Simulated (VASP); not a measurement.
# SnTe (Fm-3m) in VASP: further runs

SnTe is run at these levels: PBE; tasks: single point.

Program: VASP 6.6.1. These are calculated values, not measurements. Logs are shortened: lines on timing, memory, paths and dates and some standing lists are left out, and cuts for length are marked.

## Step 1: The cell of the first run

It takes space group Fm-3m (No. 225, cubic). The conventional cell has a = 6.302 Å, b = 6.302 Å, c = 6.302 Å, α = 90.00°, β = 90.00°, γ = 90.00°. Within 4.1 Å of Te (site symmetry m-3m) lie 6 Sn at 3.15 Å. Within 4.1 Å of Sn (site symmetry m-3m) lie 6 Te at 3.15 Å.

## Step 2: Single point, PBE

INCAR

```
PREC = Accurate
ENCUT = 520
EDIFF = 1E-6
ISMEAR = -1
SIGMA = 0.04
LREAL = F
LASPH = T
NELM = 60
ALGO = Normal
ISIF = 2
LWAVE = F
LCHARG = F
GGA = PE
NBANDS = 17
```

KPOINTS

```
Automatic mesh
0
Gamma
  4 4 4
```

POSCAR

```
SnTe
1.0
    0.0000000000      3.1508500000      3.1508500000
    3.1508500000      0.0000000000      3.1508500000
    3.1508500000      3.1508500000      0.0000000000
Te Sn
1 1
Direct
    0.5000000000      0.5000000000      0.5000000000
    0.0000000000      0.0000000000      0.0000000000
```

Potentials or basis: VASP PAW PBE potentials, release 64 (Te, Sn_d).

Run with:

```console
$ cat potpaw_PBE.64/Te/POTCAR potpaw_PBE.64/Sn_d/POTCAR > POTCAR
$ mpirun -np 1 vasp_std > vasp.out
```

OUTCAR:

```text
PREC = Accurate
   ENCUT = 520
   EDIFF = 1E-6
   ISMEAR = -1
   LREAL = F
   LASPH = T
   NELM = 60
   ISIF = 2
   GGA = PE

 ion  position               nearest neighbor table
   1  0.500  0.500  0.500-   2 3.15   2 3.15   2 3.15   2 3.15   2 3.15   2 3.15
   2  0.000  0.000  0.000-   1 3.15   1 3.15   1 3.15   1 3.15   1 3.15   1 3.15

  LATTYP: Found a face centered cubic cell.
 ALAT       =     6.3017000000

  Lattice vectors:

 A1 = (   0.0000000000,   3.1508500000,   3.1508500000)
 A2 = (   3.1508500000,   0.0000000000,   3.1508500000)
 A3 = (   3.1508500000,   3.1508500000,   0.0000000000)

Analysis of symmetry for initial positions (statically):
[... 33 lines left out ...]
                                     Primitive cell

  volume of cell :      62.5624

  direct lattice vectors                    reciprocal lattice vectors
     0.000000000  3.150850000  3.150850000    -0.158687338  0.158687338  0.158687338
     3.150850000  0.000000000  3.150850000     0.158687338 -0.158687338  0.158687338
     3.150850000  3.150850000  0.000000000     0.158687338  0.158687338 -0.158687338

  length of vectors
     4.455974803  4.455974803  4.455974803     0.274854533  0.274854533  0.274854533

  position of ions in fractional coordinates (direct lattice)
     0.500000000  0.500000000  0.500000000
     0.000000000  0.000000000  0.000000000

  ion indices of the primitive-cell ions
   primitive index   ion index
                 1           1
                 2           2

----------------------------------------------------------------------------------------

 KPOINTS: Automatic mesh

Automatic generation of k-mesh.
 Grid dimensions read from file:
 generate k-points for:    4    4    4

 Generating k-lattice:

  Cartesian coordinates                     Fractional coordinates (reciprocal lattice)
    -0.039671835  0.039671835  0.039671835     0.250000000  0.000000000  0.000000000
     0.039671835 -0.039671835  0.039671835     0.000000000  0.250000000  0.000000000
     0.039671835  0.039671835 -0.039671835     0.000000000  0.000000000  0.250000000

  Length of vectors
     0.068713633  0.068713633  0.068713633

  Shift w.r.t. Gamma in fractional coordinates (k-lattice)
     0.000000000  0.000000000  0.000000000

 Subroutine IBZKPT returns following result:
 ===========================================

 Found      8 irreducible k-points:

 Following reciprocal coordinates:
            Coordinates               Weight
  0.000000  0.000000  0.000000      1.000000
  0.250000  0.000000  0.000000      8.000000
  0.500000  0.000000  0.000000      4.000000
  0.250000  0.250000  0.000000      6.000000
  0.500000  0.250000  0.000000     24.000000
 -0.250000  0.250000  0.000000     12.000000
  0.500000  0.500000  0.000000      3.000000
 -0.250000  0.500000  0.250000      6.000000
   k-points           NKPTS =      8   k-points in BZ     NKDIM =      8   number of bands    NBANDS=     17
   number of dos      NEDOS =    301   number of ions     NIONS =      2
   total plane-waves  NPLWV =  46656
   dimension x,y,z NGX =    36 NGY =   36 NGZ =   36
   dimension x,y,z NGXF=    72 NGYF=   72 NGZF=   72
   ions per type =               1   1
   NGX,Y,Z   is equivalent  to a cutoff of  13.43, 13.43, 13.43 a.u.
   NGXF,Y,Z  is equivalent  to a cutoff of  26.86, 26.86, 26.86 a.u.
 SYSTEM =  unknown system
   PREC   = accura    normal or accurate (medium, high low for compatibility)
   ISTART =      0    job   : 0-new  1-cont  2-samecut
   ICHARG =      2    charge: 1-file 2-atom 10-const
   ISPIN  =      1    spin polarized calculation?
   LNONCOLLINEAR =      F non collinear calculations
   LSORBIT =      F    spin-orbit coupling
   LASPH  =      T    aspherical Exc in radial PAW
   ENCUT  =  520.0 eV  38.22 Ry    6.18 a.u.   8.29  8.29  8.29*2*pi/ulx,y,z
   NELM   =     60;   NELMIN=  2; NELMDL= -5     # of ELM steps
   EDIFF  = 0.1E-05   stopping-criterion for ELM
   LREAL  =      F    real-space projection
   EDIFFG = 0.1E-04   stopping-criterion for IOM
   NSW    =      0    number of steps for IOM
   IBRION =     -1    ionic relax: 0-MD 1-quasi-New 2-CG
   NFREE  =      0    steps in history (QN), initial steepest desc. (CG)
   ISIF   =      2    stress and relaxation
   ISYM   =      2    0-nonsym 1-usesym 2-fastsym
   POTIM  = 0.5000    time-step for ionic-motion
   TEBEG  =    0.0;   TEEND  =   0.0 temperature during run
   PSTRESS=    0.0 pullay stress
   NELECT =      20.0000    total number of electrons
   NUPDOWN=      -1.0000    fix difference up-down
   EMIN   =  10.00;   EMAX   =-10.00  energy-range for DOS
   EFERMI =   0.00;   METHOD = LEGACY
   ISMEAR =    -1;   SIGMA  =   0.04  broadening in eV -4-tet -1-fermi 0-gaus
   EFERMI_NEDOS =   21; number of points for ismear=-14 and -15
   IALGO  =     38    algorithm
   IMIX   =      4    mixing-type and parameters
     AMIX     =   0.40;   BMIX     =  1.00
     AMIX_MAG =   1.60;   BMIX_MAG =  1.00
  volume/ion in A,a.u.               =      31.28       211.10
  Fermi-wavevector in a.u.,A,eV,Ry     =   1.119387  2.115336 17.048485  1.253028
  Thomas-Fermi vector in A             =   2.256026
   LORBIT       =      0    0 simple, 1 ext, 2 COOP (PROOUT), +10 PAW based schemes
   GGA     = PE    functional components
   LHFCALC =     F    Hartree Fock is set to
   AEXX    =    0.0000 exact exchange contribution
   IVDW    =     0    specifies the selected vdW correction
   LEPSILON=     F    determine dielectric tensor
   LRPA    =     F    only Hartree local field effects (RPA)
 non-spin polarized calculation
  energy-cutoff  :      520.00
  volume of cell :       62.56
 maximum number of plane-waves:      1708
 NGX is ok and might be reduce to    36
   NGX = 17   NGY = 17   NGZ = 17

 number of electron      19.9999998 magnetization

 Free energy of the ion-electron system (eV)
  ---------------------------------------------------
  ext. energy  EPLUGINS =         0.00000000
  ---------------------------------------------------
  free energy    TOTEN  =        -7.54501921 eV

  energy without entropy =       -7.53956104  energy(sigma->0) =       -7.54229012

 E-fermi :   6.9944     XC(G=0):  -9.5139

 val. band max:        6.9467198028   @ k =   0.5000   0.0000   0.0000
 cond. band min:       7.0422335147   @ k =   0.5000   0.0000   0.0000
 fundamental gap:      0.0955137119
 Fermi energy:         6.9943887798

 k-point     1 :       0.0000    0.0000    0.0000
  band No.  band energies     occupation
      1     -14.9937      2.00000
      2     -14.9937      2.00000
      3     -14.9864      2.00000
      4     -14.9864      2.00000
      5     -14.9864      2.00000
      6      -5.8729      2.00000
[... 9 lines left out ...]
     16      11.6938      0.00000
     17      13.7555      0.00000

 k-point     2 :       0.2500    0.0000    0.0000
  band No.  band energies     occupation
      1     -14.9960      2.00000
      2     -14.9960      2.00000
      3     -14.9856      2.00000
      4     -14.9831      2.00000
      5     -14.9831      2.00000
      6      -5.3719      2.00000
[... 9 lines left out ...]
     16      12.9035      0.00000
     17      16.7413      0.00000

 k-point     3 :       0.5000    0.0000    0.0000
  band No.  band energies     occupation
      1     -14.9988      2.00000
      2     -14.9988      2.00000
      3     -14.9848      2.00000
      4     -14.9795      2.00000
      5     -14.9795      2.00000
      6      -4.5950      2.00000
[... 9 lines left out ...]
     16      15.7851      0.00000
     17      15.7851      0.00000

 k-point     4 :       0.2500    0.2500    0.0000
  band No.  band energies     occupation
      1     -15.0017      2.00000
      2     -14.9914      2.00000
      3     -14.9883      2.00000
      4     -14.9811      2.00000
      5     -14.9811      2.00000
      6      -5.2145      2.00000
[... 9 lines left out ...]
     16      14.5350      0.00000
     17      14.5350      0.00000

 k-point     5 :       0.5000    0.2500    0.0000
  band No.  band energies     occupation
      1     -15.0045      2.00000
      2     -14.9936      2.00000
      3     -14.9861      2.00000
      4     -14.9793      2.00000
      5     -14.9779      2.00000
      6      -4.4670      2.00000
[... 9 lines left out ...]
     16      16.1005      0.00000
     17      17.0099      0.00000

 k-point     6 :      -0.2500    0.2500    0.0000
  band No.  band energies     occupation
      1     -14.9991      2.00000
      2     -14.9974      2.00000
      3     -14.9833      2.00000
      4     -14.9812      2.00000
      5     -14.9808      2.00000
      6      -4.7110      2.00000
[... 9 lines left out ...]
     16      14.8438      0.00000
     17      15.8494      0.00000

 k-point     7 :       0.5000    0.5000    0.0000
  band No.  band energies     occupation
      1     -15.0111      2.00000
      2     -14.9902      2.00000
      3     -14.9890      2.00000
      4     -14.9756      2.00000
      5     -14.9756      2.00000
      6      -4.2941      2.00000
[... 9 lines left out ...]
     16      17.5078      0.00000
     17      18.0519      0.00000

 k-point     8 :      -0.2500    0.5000    0.2500
  band No.  band energies     occupation
      1     -15.0056      2.00000
      2     -14.9938      2.00000
      3     -14.9831      2.00000
      4     -14.9831      2.00000
      5     -14.9756      2.00000
      6      -4.2054      2.00000
[... 9 lines left out ...]
     16      17.3127      0.00000
     17      17.8481      0.00000

------------------------ aborting loop because EDIFF is reached ----------------------------------------

  FORCE on cell =-STRESS in cart. coord.  units (eV):
  Direction    XX          YY          ZZ          XY          YZ          ZX
  --------------------------------------------------------------------------------------
  -------------------------------------------------------------------------------------
  Total        0.6795467      0.6795467      0.6795467     -0.0000000      0.0000000      0.0000000
  in kB       17.4027035     17.4027035     17.4027035     -0.0000000      0.0000000      0.0000000
  external PRESSURE =      17.4027035 kB  Pullay stress =       0.0000000 kB

 VOLUME and BASIS-vectors are now :
 -----------------------------------------------------------------------------
  energy-cutoff  :      520.00
  volume of cell :       62.56
      direct lattice vectors                 reciprocal lattice vectors
     0.000000000  3.150850000  3.150850000    -0.158687338  0.158687338  0.158687338
     3.150850000  0.000000000  3.150850000     0.158687338 -0.158687338  0.158687338
     3.150850000  3.150850000  0.000000000     0.158687338  0.158687338 -0.158687338

 POSITION                                       TOTAL-FORCE (eV/Angst)
 -----------------------------------------------------------------------------------
      3.15085      3.15085      3.15085        -0.000000      0.000000     -0.000000
      0.00000      0.00000      0.00000         0.000000     -0.000000      0.000000
 -----------------------------------------------------------------------------------
    total drift:                               -0.000000      0.000000      0.000000

  FREE ENERGIE OF THE ION-ELECTRON SYSTEM (eV)
  ---------------------------------------------------
  free  energy   TOTEN  =        -7.5450192059 eV

  energy  without entropy=       -7.5395610385  energy(sigma->0) =       -7.54229012
```

It took 7 s on 1 thread of AMD EPYC 9R45 (Zen 5), shared host; peak memory 0.17 GiB.

Results:

| Item | Value |
| --- | --- |
| Free energy | -7.5450 eV |
| Pressure | 1.7 GPa |
| Band gap on the k mesh | 0.10 eV, direct |

Levels at points of the mesh, in eV from the valence-band top:
| k point | band 6 | band 7 | band 8 | band 9 | band 10 | band 11 | band 12 | band 13 | band 14 | band 15 |
| --- | --- | --- | --- | --- | --- | --- | --- | --- | --- | --- |
| (0.00, 0.00, 0.00) | -12.82 | -4.69 | -2.16 | -2.16 | -2.16 | 3.34 | 3.34 | 3.34 | 4.75 | 4.75 |
| (0.50, 0.00, 0.00) | -11.54 | -8.35 | -1.82 | -1.82 | 0.00 | 0.10 | 0.36 | 0.36 | 7.76 | 8.76 |
| (0.50, 0.50, 0.00) | -11.24 | -6.48 | -5.59 | -3.75 | -3.75 | 2.16 | 4.92 | 4.92 | 6.37 | 8.99 |

Caveat: the k points lie up to 0.43 Å⁻¹ apart; spin-orbit coupling is left out, which moves the levels of the heavy elements. A k mesh can miss the band edges.

## Step 3: Single point, PBE

Changes to INCAR since step 2:

```diff
@@ -3,4 +3,4 @@
 EDIFF = 1E-6
-ISMEAR = -1
-SIGMA = 0.04
+ISMEAR = 0
+SIGMA = 0.015
 LREAL = F
```

KPOINTS

```
regular mesh
0
Gamma
  7 7 7
```

POSCAR is that of step 2.

Potentials or basis: VASP PAW PBE potentials, release 64 (Te, Sn_d).

Run with:

```console
$ cat potpaw_PBE.64/Te/POTCAR potpaw_PBE.64/Sn_d/POTCAR > POTCAR
$ mpirun -np 1 vasp_std > vasp.out
```

Wall time 15 s (1 thread of AMD EPYC 9R45 (Zen 5), shared host); peak memory 0.18 GiB.

It converged, with:

| Quantity | Value |
| --- | --- |
| Free energy | -7.5473 eV |
| Pressure | 2.2 GPa |

Levels at points of the mesh, in eV from the Fermi level:
| k point | band 7 | band 8 | band 9 | band 10 | band 11 | band 12 | band 13 | band 14 |
| --- | --- | --- | --- | --- | --- | --- | --- | --- |
| (0.00, 0.00, 0.00) | -4.54 | -2.01 | -2.01 | -2.01 | 3.49 | 3.49 | 3.49 | 4.89 |

Caveat: this odd mesh misses L, where the gap lies, so gap, dielectric constants and Born charges aren't listed; spin-orbit coupling is left out, which moves the levels of the heavy elements.

## Step 4: Single point, PBE

INCAR

```
ALGO = Normal
EDIFF = 1E-6
ENCUT = 520
GGA = PE
ISIF = 2
ISMEAR = 0
LASPH = True
LCHARG = True
LELF = True
LREAL = False
LVHAR = True
LWAVE = False
NBANDS = 17
NELM = 60
PREC = Accurate
SIGMA = 0.028000000000000004
```

KPOINTS

```
k-points
0
Gamma
  7 7 7
```

POSCAR is that of step 3.

Run with:

```console
$ cat potpaw_PBE.64/Te/POTCAR potpaw_PBE.64/Sn_d/POTCAR > POTCAR
$ mpirun -np 1 vasp_std > vasp.out
```

Wall time 14 s (1 thread of AMD EPYC 9R45 (Zen 5), shared host); peak memory 0.17 GiB.

Results (log left out):

```yaml
Free_energy: -7.5473 eV
Pressure: 2.2 GPa
```

Levels at points of the mesh, in eV from the Fermi level:
```
           k point  band 6  band 7  band 8  band 9  band 10  band 11  band 12  band 13  band 14  band 15
(0.00, 0.00, 0.00)  -12.77   -4.64   -2.11   -2.11    -2.11     3.39     3.39     3.39     4.79     4.79
```

Caveat: this odd mesh misses L, where the gap lies, so gap, dielectric constants and Born charges aren't listed; spin-orbit coupling is left out, which moves the levels of the heavy elements.

## Step 5: Overview

| k mesh | smearing | pressure (GPa) |
| --- | --- | --- |
| 4 × 4 × 4 | fermi-dirac 0.04 eV | 1.7 |
| 7 × 7 × 7 | gaussian 0.015 eV | 2.2 |
| 7 × 7 × 7 | gaussian 0.028 eV | 2.2 |

Alike in all rows: task single point; level PBE; potentials or basis VASP PAW PBE potentials, release 64 (Te, Sn_d); no spin polarisation; cell as given; cutoff (eV) 520.

Caveats: some runs use coarse meshes; spin-orbit coupling is left out, which moves the levels of the heavy elements.

Absolute energies hang on the potentials; compare differences alone.
